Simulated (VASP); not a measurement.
Sb:

```xyz
1
Lattice="3.2100 0.0000 0.0000 0.0000 3.2100 0.0000 0.0000 0.0000 3.2100" Properties=species:S:1:pos:R:3 pbc="T T T"
Sb    0.0000    0.0000    0.0000
```

| Quantity | Value |
| --- | --- |
| Program | VASP 6.6.1 |
| Task | relaxation of cell and atoms |
| Functional | r2SCAN |
| Potentials or basis | VASP PAW PBE potentials, release 64 (Sb) |
| Cutoff | 600 eV |
| k mesh | 7 × 7 × 7 |
| Occupations | gaussian, width 0.1 eV |
| Spin | no spin polarisation |

At the start: pressure -5.6 GPa; volume 33.08 Å³/atom.

**Question.** How do energy, volume and symmetry change on relaxing?

**Answer.** Over 3 steps the energy falls by 71.1 meV/atom and the volume is 29.48 Å³/atom (-10.9 %); space group Pm-3m (No. 221, to 0.05 Å).

The path:
| step | energy change (eV) | largest force (eV/Å) | pressure (GPa) | volume (Å³) |
| --- | --- | --- | --- | --- |
| 1 | 0.0000 | 0.0000 | -5.64 | 33.08 |
| 2 | -0.0502 | 0.0000 | 4.42 | 27.81 |
| 3 | -0.0711 | 0.0000 | 0.00 | 29.48 |

Final structure:
```xyz
1
Lattice="3.0890 0.0000 0.0000 0.0000 3.0890 0.0000 0.0000 0.0000 3.0890" Properties=species:S:1:pos:R:3 pbc="T T T"
Sb    0.0000    0.0000    0.0000
```

Caveat: the PAW data sets were made with another functional, which shifts forces and pressure a little.
